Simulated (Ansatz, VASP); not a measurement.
Ba2IrO4: VASP beside Ansatz

The input INCAR:

```
SYSTEM = Ba2IrO4
ALGO = Normal
EDIFF = 1E-6
ENCUT = 700
GGA = CA
GGA_COMPAT = .FALSE.
ISIF = 2
ISMEAR = -1
LASPH = .TRUE.
LCHARG = .TRUE.
LELF = .TRUE.
LREAL = .FALSE.
LVHAR = .TRUE.
LWAVE = .FALSE.
NBANDS = 40
NELM = 120
PREC = Accurate
SIGMA = 0.1
```

Contents of KPOINTS:

```
k-points
0
G
  9 9 9
  0 0 0
```

POSCAR

```
Ba2IrO4
1.0
   -2.0332063756      2.0332063756      6.7739093445
    2.0332063756     -2.0332063756      6.7739093445
    2.0332063756      2.0332063756     -6.7739093445
Ba Ir O
2 1 4
Direct
    0.3549070000      0.3549070000      0.0000000000
    0.6450930000      0.6450930000      0.0000000000
    0.0000000000      0.0000000000      0.0000000000
    0.5000000000      0.0000000000      0.5000000000
    0.1542060000      0.1542060000      0.0000000000
    0.8457940000      0.8457940000      0.0000000000
    0.0000000000      0.5000000000      0.5000000000
```

Input for Ansatz:

```yaml
crystal:
  lattice:
    - [-2.033206375632158, 2.033206375632158, 6.773909344490417]
    - [2.033206375632158, -2.033206375632158, 6.773909344490417]
    - [2.033206375632158, 2.033206375632158, -6.773909344490417]
  atoms:
    - { symbol: Ba, position: [0.354907, 0.354907, 0.0] }
    - { symbol: Ba, position: [0.645093, 0.645093, 0.0] }
    - { symbol: Ir, position: [0.0, 0.0, 0.0] }
    - { symbol: O, position: [0.5, 0.0, 0.5] }
    - { symbol: O, position: [0.154206, 0.154206, 0.0] }
    - { symbol: O, position: [0.845794, 0.845794, 0.0] }
    - { symbol: O, position: [0.0, 0.5, 0.5] }
basis:
  ecutwfc: 510.0
kpoints:
  mp_grid:
    grid: [9, 9, 9]
hamiltonian:
  xc: lda
scf:
  occupations:
    method: fermi_dirac
output:
  stress: true
```

Alike in both runs: task single point; functional LDA; k mesh 9 × 9 × 9; no spin polarisation.

|  | VASP | Ansatz |
| --- | --- | --- |
| version | VASP 6.6.1 | Ansatz 0.2.0 |
| potentials or method | VASP PAW LDA potentials, release 64 (Ba_sv, Ir_sv_GW, O), cutoff 700 eV | plane waves, PAW |
| occupations | fermi-dirac, width 0.1 eV | fermi-dirac |
| valence electrons in the cell | 61 | 61 |

```csv
,VASP,Ansatz,Ansatz less VASP
pressure (GPa),-10.2,-11.7,-1.55
"traceless stress, the component that is largest in VASP (GPa)",-0.28,-0.40,-0.125
```

LDA's correlation is that of Perdew and Zunger in VASP and of Perdew and Wang (1992) in Ansatz.

Neither program's run includes spin-orbit coupling.
